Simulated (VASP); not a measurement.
## ZrN: relaxation of cell and atoms with PBE

ZrN:

```
Zr N
1.0
     0.00000    2.29785    2.29785
     2.29785    0.00000    2.29785
     2.29785    2.29785    0.00000
Zr N
1 1
Direct
  0.00000 0.00000 0.00000
  0.50000 0.50000 0.50000
```

```json
{
  "Program": "VASP 6.6.1",
  "Task": "relaxation of cell and atoms",
  "Functional": "PBE",
  "Potentials or basis": "VASP PAW PBE potentials, release 64 (Zr_sv, N)",
  "Cutoff": "600 eV",
  "k mesh": "16 × 16 × 16",
  "Occupations": "fermi-dirac, width 0.15 eV",
  "Spin": "no spin polarisation",
  "Target pressure": "9 GPa",
  "Dipole correction": "no",
  "Further INCAR settings": "ALGO = Normal; EDIFF = 1e-07; IBRION = 2; EDIFFG = -0.001; NSW = 80; ISIF = 3"
}
```

The relaxed volume is 11.74 Å³/atom. The relaxed cell is a = 3.214 Å, b = 3.214 Å, c = 3.214 Å, α = 60.00°, β = 60.00°, γ = 60.00°, the space group after relaxing (to 0.05 Å) is Fm-3m (No. 225) and the energy change on relaxing (the enthalpy is what falls) is +11.0 meV/atom. The ionic steps are 7 and the pressure after relaxing is 9.0 GPa.

Step by step:
```
step  energy change (eV)  largest force (eV/Å)  pressure (GPa)  volume (Å³)
   1              0.0000                0.0000            0.15        24.27
   2              0.2002                0.0000           30.55        21.99
   3              0.0210                0.0000            8.80        23.49
   4              0.0218                0.0000            8.98        23.48
   5              0.0227                0.0000            9.18        23.46
   6              0.0206                0.0000            8.72        23.50
   7              0.0219                0.0000            9.00        23.48
```

Final structure:
```
Zr N
1.0
     0.00000    2.27262    2.27262
     2.27262    0.00000    2.27262
     2.27262    2.27262    0.00000
Zr N
1 1
Direct
  0.00000 0.00000 0.00000
  0.50000 0.50000 0.50000
```

Levels at points of the mesh, in eV from the Fermi level:
```csv
k point,band 7,band 8,band 9,band 10,band 11,band 12
"(0.00, 0.00, 0.00)",-2.70,-2.70,-0.42,-0.42,-0.42,1.64
"(0.50, 0.00, 0.00)",-5.82,-5.82,3.13,3.20,3.20,4.87
"(0.50, 0.50, 0.00)",-3.59,-3.18,-3.18,3.50,4.71,4.71
```

Run time: 3.9 min on 1 thread of Intel(R) Xeon(R) Platinum 8488C (Sapphire Rapids), with other jobs on the host, peak memory 0.22 GiB.

Caveat: the cell is relaxed towards a set pressure, so the enthalpy falls and the energy may rise.
